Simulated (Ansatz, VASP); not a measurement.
**HfO2 in VASP and in Ansatz**

```xyz
6
Lattice="5.0317 0.0000 0.0000 0.0000 5.0317 0.0000 0.0000 0.0000 3.1512" Properties=species:S:1:pos:R:3 pbc="T T T"
Hf    0.0000    0.0000    0.0000
Hf    2.5159    2.5159    1.5756
O     0.9795    4.0523    1.5756
O     1.5364    1.5364    0.0000
O     3.4953    3.4953    0.0000
O     4.0523    0.9795    1.5756
```

Alike in both runs: task single point; functional r2SCAN; k mesh 6 × 6 × 8; occupations gaussian, width 0.02 eV; no spin polarisation.

```csv
,VASP,Ansatz
version,VASP 6.6.1,Ansatz 0.2.0
potentials or method,"VASP PAW PBE potentials, release 64 (Hf_pv, O), cutoff 520 eV","scalar-relativistic, plane waves, PAW"
valence electrons in the cell,44,76
```

```tsv
	VASP	Ansatz	Ansatz less VASP
gap on the k mesh at the Fermi level (eV)	4.24	4.30	+0.061
least direct gap on the mesh (eV)	4.24	4.30	+0.061
pressure (GPa)	-11.9	-9.1	+2.85
traceless stress, the component that is largest in VASP (GPa)	8.52	9.08	+0.564
rms of the force components (eV/Å)	0.044	0.000	-0.0438
```

VASP's potentials were made for PBE, not for r2SCAN. Atom by atom the forces differ by 0.044 eV/Å (rms over components). VASP's potentials hold 44 valence electrons a cell and Ansatz's 76, so a difference there can come from the potentials and not from the codes.

Spin-orbit coupling is off throughout.
